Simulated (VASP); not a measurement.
# BeS (F-43m) in VASP: further runs

BeS is run at these levels: PBE, PBE+D3(BJ); tasks: single point.

Everything below comes from runs of VASP 6.6.1. Logs are shortened: lines on timing, memory, paths and dates and some standing lists are left out, and cuts for length are marked.

### 1 The cell of the first run

It takes space group F-43m (No. 216, cubic). Conventional cell: a = 4.850 Å, b = 4.850 Å, c = 4.850 Å, α = 90.00°, β = 90.00°, γ = 90.00°. Within 2.8 Å of Be (site symmetry -43m) lie 4 S at 2.10 Å. Within 2.8 Å of S (site symmetry -43m) lie 4 Be at 2.10 Å.

### 2 Single point, PBE

INCAR

```
  PREC = Accurate
  ENCUT = 600
  EDIFF = 1E-6
  ISMEAR = 0
  SIGMA = 0.05
  LREAL = F
  LASPH = T
  NELM = 120
  ALGO = Normal
  ISIF = 2
  LWAVE = F
  LCHARG = T
  GGA = PE
  LELF = T
  LVHAR = T
  NBANDS = 11
  GGA_COMPAT = F
```

KPOINTS

```
Automatic mesh
0
Gamma
  8 8 8
```

POSCAR

```
BeS
1.0
    0.0000000000      2.4249991143      2.4249991143
    2.4249991143      0.0000000000      2.4249991143
    2.4249991143      2.4249991143      0.0000000000
Be S
1 1
Direct
    0.0000000000      0.0000000000      0.0000000000
    0.7500000000      0.7500000000      0.7500000000
```

Potentials or basis: VASP PAW PBE potentials, release 64 (Be, S).

The run is started by

```console
$ cat potpaw_PBE.64/Be/POTCAR potpaw_PBE.64/S/POTCAR > POTCAR
$ mpirun -np 1 vasp_std > vasp.out
```

OUTCAR:

```text
PREC = Accurate
   ENCUT = 600
   EDIFF = 1E-6
   ISMEAR = 0
   LREAL = F
   LASPH = T
   NELM = 120
   ISIF = 2
   GGA = PE

 ion  position               nearest neighbor table
   1  0.000  0.000  0.000-   2 2.10   2 2.10   2 2.10   2 2.10
   2  0.750  0.750  0.750-   1 2.10   1 2.10   1 2.10   1 2.10

  LATTYP: Found a face centered cubic cell.
 ALAT       =     4.8499982286

  Lattice vectors:

 A1 = (   0.0000000000,   2.4249991143,   2.4249991143)
 A2 = (   2.4249991143,   0.0000000000,   2.4249991143)
 A3 = (   2.4249991143,   2.4249991143,   0.0000000000)

Analysis of symmetry for initial positions (statically):
=====================================================================
 Subroutine PRICEL returns:
 Original cell was already a primitive cell.

 Routine SETGRP: Setting up the symmetry group for a
 face centered cubic supercell.

 Subroutine GETGRP returns: Found 24 space group operations
 (whereof 24 operations were pure point group operations)
 out of a pool of 48 trial point group operations.

The static configuration has the point symmetry T_d .

Analysis of symmetry for dynamics (positions and initial velocities):
=====================================================================
 Subroutine PRICEL returns:
 Original cell was already a primitive cell.

 Routine SETGRP: Setting up the symmetry group for a
 face centered cubic supercell.

 Subroutine GETGRP returns: Found 24 space group operations
 (whereof 24 operations were pure point group operations)
 out of a pool of 48 trial point group operations.

The dynamic configuration has the point symmetry T_d .

 Subroutine INISYM returns: Found 24 space group operations
 (whereof 24 operations are pure point group operations),
 and found     1 'primitive' translations

----------------------------------------------------------------------------------------

                                     Primitive cell

  volume of cell :      28.5210

  direct lattice vectors                    reciprocal lattice vectors
     0.000000000  2.424999114  2.424999114    -0.206185642  0.206185642  0.206185642
     2.424999114  0.000000000  2.424999114     0.206185642 -0.206185642  0.206185642
     2.424999114  2.424999114  0.000000000     0.206185642  0.206185642 -0.206185642

  length of vectors
     3.429466636  3.429466636  3.429466636     0.357124008  0.357124008  0.357124008

  position of ions in fractional coordinates (direct lattice)
     0.000000000  0.000000000  0.000000000
     0.750000000  0.750000000  0.750000000

  ion indices of the primitive-cell ions
   primitive index   ion index
                 1           1
                 2           2

----------------------------------------------------------------------------------------

 KPOINTS: Automatic mesh

Automatic generation of k-mesh.
 Grid dimensions read from file:
 generate k-points for:    8    8    8

 Generating k-lattice:

  Cartesian coordinates                     Fractional coordinates (reciprocal lattice)
    -0.025773205  0.025773205  0.025773205     0.125000000  0.000000000  0.000000000
     0.025773205 -0.025773205  0.025773205     0.000000000  0.125000000  0.000000000
     0.025773205  0.025773205 -0.025773205     0.000000000  0.000000000  0.125000000

  Length of vectors
     0.044640501  0.044640501  0.044640501

  Shift w.r.t. Gamma in fractional coordinates (k-lattice)
     0.000000000  0.000000000  0.000000000

 Subroutine IBZKPT returns following result:
 ===========================================

 Found     29 irreducible k-points:

 Following reciprocal coordinates:
            Coordinates               Weight
  0.000000  0.000000  0.000000      1.000000
  0.125000  0.000000  0.000000      8.000000
  0.250000  0.000000  0.000000      8.000000
  0.375000  0.000000  0.000000      8.000000
  0.500000  0.000000  0.000000      4.000000
  0.125000  0.125000  0.000000      6.000000
[... 16 lines left out ...]
  0.500000  0.250000  0.125000     48.000000
 -0.375000  0.250000  0.125000     24.000000
 [... further k-points ...]
   k-points           NKPTS =     29   k-points in BZ     NKDIM =     29   number of bands    NBANDS=     11
   number of dos      NEDOS =    301   number of ions     NIONS =      2
   total plane-waves  NPLWV =  21952
   dimension x,y,z NGX =    28 NGY =   28 NGZ =   28
   dimension x,y,z NGXF=    56 NGYF=   56 NGZF=   56
   ions per type =               1   1
   NGX,Y,Z   is equivalent  to a cutoff of  13.57, 13.57, 13.57 a.u.
   NGXF,Y,Z  is equivalent  to a cutoff of  27.15, 27.15, 27.15 a.u.
 SYSTEM =  unknown system
   PREC   = accura    normal or accurate (medium, high low for compatibility)
   ISTART =      0    job   : 0-new  1-cont  2-samecut
   ICHARG =      2    charge: 1-file 2-atom 10-const
   ISPIN  =      1    spin polarized calculation?
   LNONCOLLINEAR =      F non collinear calculations
   LSORBIT =      F    spin-orbit coupling
   LASPH  =      T    aspherical Exc in radial PAW
   ENCUT  =  600.0 eV  44.10 Ry    6.64 a.u.   6.85  6.85  6.85*2*pi/ulx,y,z
   NELM   =    120;   NELMIN=  2; NELMDL= -5     # of ELM steps
   EDIFF  = 0.1E-05   stopping-criterion for ELM
   LREAL  =      F    real-space projection
   EDIFFG = 0.1E-04   stopping-criterion for IOM
   NSW    =      0    number of steps for IOM
   IBRION =     -1    ionic relax: 0-MD 1-quasi-New 2-CG
   NFREE  =      0    steps in history (QN), initial steepest desc. (CG)
   ISIF   =      2    stress and relaxation
   ISYM   =      2    0-nonsym 1-usesym 2-fastsym
   POTIM  = 0.5000    time-step for ionic-motion
   TEBEG  =    0.0;   TEEND  =   0.0 temperature during run
   PSTRESS=    0.0 pullay stress
   NELECT =       8.0000    total number of electrons
   NUPDOWN=      -1.0000    fix difference up-down
   EMIN   =  10.00;   EMAX   =-10.00  energy-range for DOS
   EFERMI =   0.00;   METHOD = LEGACY
   ISMEAR =     0;   SIGMA  =   0.05  broadening in eV -4-tet -1-fermi 0-gaus
   EFERMI_NEDOS =   21; number of points for ismear=-14 and -15
   IALGO  =     38    algorithm
   IMIX   =      4    mixing-type and parameters
     AMIX     =   0.40;   BMIX     =  1.00
     AMIX_MAG =   1.60;   BMIX_MAG =  1.00
  volume/ion in A,a.u.               =      14.26        96.23
  Fermi-wavevector in a.u.,A,eV,Ry     =   1.071642  2.025111 15.625169  1.148418
  Thomas-Fermi vector in A             =   2.207389
   LORBIT       =      0    0 simple, 1 ext, 2 COOP (PROOUT), +10 PAW based schemes
   GGA     = PE    functional components
   LHFCALC =     F    Hartree Fock is set to
   AEXX    =    0.0000 exact exchange contribution
   IVDW    =     0    specifies the selected vdW correction
   LEPSILON=     F    determine dielectric tensor
   LRPA    =     F    only Hartree local field effects (RPA)
 non-spin polarized calculation
 Gauss-broadening in eV      SIGMA  =   0.05
  energy-cutoff  :      600.00
  volume of cell :       28.52
 maximum number of plane-waves:       961
   NGX = 13   NGY = 13   NGZ = 13

 number of electron       7.9999999 magnetization

 Free energy of the ion-electron system (eV)
  ---------------------------------------------------
  ext. energy  EPLUGINS =         0.00000000
  ---------------------------------------------------
  free energy    TOTEN  =       -10.01120670 eV

  energy without entropy =      -10.01120670  energy(sigma->0) =      -10.01120670

 E-fermi :   4.4804     XC(G=0):  -9.7307

 val. band max:        4.1746678642   @ k =   0.0000   0.0000   0.0000
 cond. band min:       7.2856366586   @ k =   0.5000   0.5000   0.0000
 fundamental gap:      3.1109687944
 Fermi energy:         4.4803646698

 k-point     1 :       0.0000    0.0000    0.0000
  band No.  band energies     occupation
      1      -9.5178      2.00000
      2       4.1747      2.00000
      3       4.1747      2.00000
      4       4.1747      2.00000
      5       9.8444      0.00000
      6       9.8444      0.00000
      7       9.8444      0.00000
      8      10.0609      0.00000
      9      16.9882      0.00000
     10      16.9882      0.00000
     11      19.0476      0.00000

 k-point     2 :       0.1250    0.0000    0.0000
  band No.  band energies     occupation
      1      -9.3405      2.00000
      2       2.9737      2.00000
      3       3.9754      2.00000
      4       3.9754      2.00000
      5       9.7828      0.00000
      6      10.2008      0.00000
      7      10.2008      0.00000
      8      11.3389      0.00000
      9      16.3003      0.00000
     10      16.3003      0.00000
     11      18.8929      0.00000

 k-point     3 :       0.2500    0.0000    0.0000
  band No.  band energies     occupation
      1      -8.8518      2.00000
      2       0.8700      2.00000
      3       3.5779      2.00000
      4       3.5779      2.00000
      5       9.7319      0.00000
      6      10.7458      0.00000
      7      10.7458      0.00000
      8      13.4488      0.00000
      9      16.0625      0.00000
     10      16.0625      0.00000
     11      18.4412      0.00000

 k-point     4 :       0.3750    0.0000    0.0000
  band No.  band energies     occupation
      1      -8.2309      2.00000
      2      -0.8904      2.00000
      3       3.2575      2.00000
      4       3.2575      2.00000
      5       9.6781      0.00000
      6      10.8125      0.00000
      7      10.8125      0.00000
      8      14.9590      0.00000
      9      17.4171      0.00000
     10      17.4171      0.00000
     11      18.6090      0.00000
[... 239 lines left out ...]
 k-point    22 :       0.3750    0.2500    0.1250
  band No.  band energies     occupation
      1      -8.4526      2.00000
      2       0.6374      2.00000
      3       2.0291      2.00000
      4       3.0549      2.00000
      5       9.7046      0.00000
      6      11.4694      0.00000
      7      11.6865      0.00000
      8      12.7372      0.00000
      9      15.7988      0.00000
     10      18.6007      0.00000
     11      20.1352      0.00000

 k-point    23 :       0.5000    0.2500    0.1250
  band No.  band energies     occupation
      1      -7.9063      2.00000
      2      -0.5237      2.00000
      3       1.4938      2.00000
      4       2.5827      2.00000
      5      10.1768      0.00000
      6      10.9991      0.00000
      7      12.6491      0.00000
      8      13.4657      0.00000
      9      16.8180      0.00000
     10      18.5845      0.00000
     11      20.6601      0.00000

 k-point    24 :      -0.3750    0.2500    0.1250
  band No.  band energies     occupation
      1      -7.6317      2.00000
      2      -1.0788      2.00000
      3       1.3992      2.00000
      4       2.3369      2.00000
      5      10.2743      0.00000
      6      10.7663      0.00000
      7      13.3122      0.00000
      8      14.6947      0.00000
      9      15.6290      0.00000
     10      19.5021      0.00000
     11      20.1579      0.00000

 [... further k-points ...]
[... 5 lines left out ...]
  --------------------------------------------------------------------------------------
  -------------------------------------------------------------------------------------
  Total        0.2829729      0.2829729      0.2829729     -0.0000000      0.0000000      0.0000000
  in kB       15.8961039     15.8961039     15.8961039     -0.0000000      0.0000000      0.0000000
  external PRESSURE =      15.8961039 kB  Pullay stress =       0.0000000 kB

 VOLUME and BASIS-vectors are now :
 -----------------------------------------------------------------------------
  energy-cutoff  :      600.00
  volume of cell :       28.52
      direct lattice vectors                 reciprocal lattice vectors
     0.000000000  2.424999114  2.424999114    -0.206185642  0.206185642  0.206185642
     2.424999114  0.000000000  2.424999114     0.206185642 -0.206185642  0.206185642
     2.424999114  2.424999114  0.000000000     0.206185642  0.206185642 -0.206185642

 POSITION                                       TOTAL-FORCE (eV/Angst)
 -----------------------------------------------------------------------------------
      0.00000      0.00000      0.00000        -0.000000     -0.000000     -0.000000
      3.63750      3.63750      3.63750         0.000000      0.000000      0.000000
 -----------------------------------------------------------------------------------
    total drift:                                0.000000      0.000000     -0.000000

  FREE ENERGIE OF THE ION-ELECTRON SYSTEM (eV)
  ---------------------------------------------------
  free  energy   TOTEN  =       -10.0112066978 eV

  energy  without entropy=      -10.0112066978  energy(sigma->0) =      -10.01120670
```

Run time: 23 s. Hardware: 1 thread of Intel Xeon 8259CL, shared host; peak memory 0.15 GiB.

Results:

- Free energy: -10.0112 eV
- Pressure: 1.6 GPa
- Band gap on the k mesh: 3.11 eV (least direct gap 5.67 eV)

A k mesh can miss the band edges.

[end of part 1 of 2]
